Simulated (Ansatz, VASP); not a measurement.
**SiB5 in VASP and in Ansatz**

```
Si B
1.0
     0.00000    2.77322    2.77322
     2.77322    0.00000    2.77322
     2.77322    2.77322    0.00000
Si B
1 5
Direct
  0.00000 0.00000 0.00000
  0.25000 0.25000 0.25000
  0.13403 0.62199 0.62199
  0.62199 0.62199 0.62199
  0.62199 0.62199 0.13403
  0.62199 0.13403 0.62199
```

Change from the starting cell: species swapped into the TmCu5 type (F-43m, No. 216).

Alike in both runs: functional PBE; k mesh 5 × 5 × 5; occupations gaussian, width 0.2 eV; no spin polarisation.

Ansatz relaxed the structure, and its values are those at the end. VASP's run is a single point on that final structure, the one shown.

|  | VASP | Ansatz |
| --- | --- | --- |
| version | VASP 6.6.1 | Ansatz 0.2.0 |
| potentials or method | VASP PAW PBE potentials, release 64 (Si, B), cutoff 500 eV | scalar-relativistic, plane waves, PAW |
| valence electrons in the cell | 19 | 19 |

|  | VASP | Ansatz | Ansatz less VASP |
| --- | --- | --- | --- |
| gap on the k mesh at the Fermi level (eV) | none | none | - |
| pressure (GPa) | -0.7 | -0.6 | +0.11 |
| rms of the force components (eV/Å) | 0.010 | 0.011 | +0.0001 |

A gap of «none» marks a metal or a gap that the smearing closes. The functional is the same, so the differences come from potentials, cutoffs and numerics.

The k mesh is coarse, so the values compare programs but aren't converged.
